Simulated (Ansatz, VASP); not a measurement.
# GaSb: VASP beside Ansatz

```
CELL_PARAMETERS angstrom
0.00000 3.05900 3.05900
3.24254 0.00000 3.05900
3.24254 3.05900 0.00000
ATOMIC_POSITIONS crystal
Ga 0.00000 0.00000 0.00000
Sb 0.75000 0.75000 0.75000
```

Change from the starting cell: strain +0.0600 x Voigt [1, 0, 0, 0, 0, 0], atoms carried along.

Alike in both runs: task single point; functional PBE; k mesh 14 × 14 × 14; occupations gaussian, width 0.15 eV; no spin polarisation.

```csv
,VASP,Ansatz
version,VASP 6.6.1,Ansatz 0.2.0
potentials or method,"VASP PAW PBE potentials, release 64 (Ga_d, Sb), cutoff 520 eV","scalar-relativistic, plane waves, PAW"
valence electrons in the cell,18,28
```

Ansatz gave:

| Quantity | Value |
| --- | --- |
| gap on the k mesh at the Fermi level (eV) | none |
| pressure (GPa) | -0.5 |
| traceless stress, the component that is largest in VASP (GPa) | -1.76 |

Question: What did VASP give for the same quantities?

Answer: gap on the k mesh at the Fermi level (eV): none; pressure (GPa): -0.4; traceless stress, the component that is largest in VASP (GPa): -1.76.

A gap of «none» marks a metal or a gap that the smearing closes. VASP's potentials hold 18 valence electrons a cell and Ansatz's 28, so a difference there can come from the potentials and not from the codes.

Spin-orbit coupling is off throughout.
